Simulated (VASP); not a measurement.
Runs of VASP 6.6.1 on Ru. The structure is that of space group P6_3/mmc (No. 194), or close to it. The cells are those of the table. 

```tsv
task	level	potentials or basis	cell	cutoff (eV)	gap on the mesh (eV)	pressure (GPa)
electric field gradients	r2SCAN	VASP PAW PBE potentials, release 64 (Ru_pv)	a = 2.723, b = 2.723, c = 4.288 Å, angles 90.0, 90.0, 120.0°, 2 atoms	520	none	(a)
relaxation of cell and atoms	PBE	VASP PAW PBE potentials, release 64 (Ru_pv)	relaxed from a = 2.574, b = 2.574, c = 4.170 Å, angles 90.0, 90.0, 120.0°, 2 atoms	600	none	0.0
electric field gradients	LDA	VASP PAW LDA potentials, release 64 (Ru_pv)	a = 2.723, b = 2.723, c = 4.288 Å, angles 90.0, 90.0, 120.0°, 2 atoms	520	none	-15.7
single point	PBE	VASP PAW PBE potentials, release 64 (Ru_pv)	a = 2.723, b = 2.723, c = 4.288 Å, angles 90.0, 90.0, 120.0°, 2 atoms	520	none	-0.1
single point	LDA	VASP PAW LDA potentials, release 64 (Ru_pv)	a = 2.723, b = 2.723, c = 4.288 Å, angles 90.0, 90.0, 120.0°, 2 atoms	520	none	-15.7
```

Alike in all rows: no spin polarisation; k mesh 16 × 16 × 9; smearing fermi-dirac 0.05 eV.

Q: Estimate the missing entries.

A: (a) -5.1.

Caveats: the PAW data sets were made with another functional, which shifts forces and pressure a little (some runs).

A k mesh can miss the band edges, and the runs leave out spin-orbit coupling on Ru.

A gap of «none» marks levels without a gap at the run's occupations.
